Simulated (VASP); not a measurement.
Write the native input for VASP 6.6.1 that does the following.

```
Task                   : single point
Functional             : PBEsol
Potentials or basis    : VASP PAW PBE potentials, release 64 (Pt)
Cutoff                 : 520 eV
k mesh                 : 9 × 9 × 9
Occupations            : fermi-dirac, width 0.1 eV
Spin                   : no spin polarisation
Dipole correction      : no
Further INCAR settings : ALGO = Normal; EDIFF = 1e-07; NBANDS = 11
```

The structure of Pt lies in POSCAR:

```
Pt
1.0
    2.4993869470      0.0000000000      0.0000000000
    0.0000000000      2.4993869470      0.0000000000
    0.0000000000      0.0000000000      2.4993869470
Pt
1
Direct
    0.0000000000      0.0000000000      0.0000000000
```

These files were run (other wordings do the same):

INCAR

```
ALGO = Normal
EDIFF = 1E-7
ENCUT = 520
GGA = PS
ISIF = 2
ISMEAR = -1
LASPH = True
LCHARG = False
LREAL = False
LWAVE = False
NBANDS = 11
NELM = 60
PREC = Accurate
SIGMA = 0.1
```

KPOINTS

```
k-points
0
Gamma
  9 9 9
```

Potentials or basis: VASP PAW PBE potentials, release 64 (Pt).

Launch:

```console
$ cat potpaw_PBE.64/Pt/POTCAR > POTCAR
$ mpirun -np 1 vasp_std > vasp.out
```

It gave:

| Item | Value |
| --- | --- |
| Pressure | 29.4 GPa |
| Band gap on the k mesh | zero (band 5 reaches 12.54 eV, above the bottom of band 6 at 9.18 eV) |

Caveat: the PAW data sets were made with another functional, which shifts forces and pressure a little; spin-orbit coupling is left out, which moves the levels of the heavy elements.

Run time: 17 s on 1 thread of Intel Xeon 8259CL, with other jobs on the host, peak memory 0.12 GiB.
